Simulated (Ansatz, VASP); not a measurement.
**Mg3Cd2Te3: VASP beside Ansatz**

```
Mg Cd Te
1.0
     2.97849    1.71963    8.71942
    -2.97849    1.71963    8.71942
     0.00000   -3.43926    8.71942
Mg Cd Te
3 2 3
Direct
  0.00000 0.00000 0.50000
  0.50000 0.00000 0.00000
  0.00000 0.50000 0.00000
  0.72871 0.72871 0.72871
  0.27129 0.27129 0.27129
  0.38557 0.38557 0.38557
  0.61443 0.61443 0.61443
  0.50000 0.50000 0.50000
```

Alike in both runs: functional PBE; k mesh 3 × 3 × 3; occupations gaussian, width 0.2 eV; no spin polarisation.

Ansatz relaxed the structure, and its values are those at the end. VASP's run is a single point on that final structure, the one shown.

|  | VASP | Ansatz |
| --- | --- | --- |
| version | VASP 6.6.1 | Ansatz 0.2.0 |
| potentials or method | VASP PAW PBE potentials, release 64 (Mg, Cd, Te), cutoff 520 eV | scalar-relativistic, plane waves, PAW |
| valence electrons in the cell | 48 | 118 |

```tsv
	VASP	Ansatz	Ansatz less VASP
gap on the k mesh at the Fermi level (eV)	none	none	-
pressure (GPa)	-0.4	-0.4	+0.01
rms of the force components (eV/Å)	0.010	0.011	+0.0010
```

A gap of «none» marks a metal or a gap that the smearing closes. VASP's potentials hold 48 valence electrons a cell and Ansatz's 118, so a difference there can come from the potentials and not from the codes.

The k mesh is coarse, so the values compare programs but aren't converged. Spin-orbit coupling is off throughout.
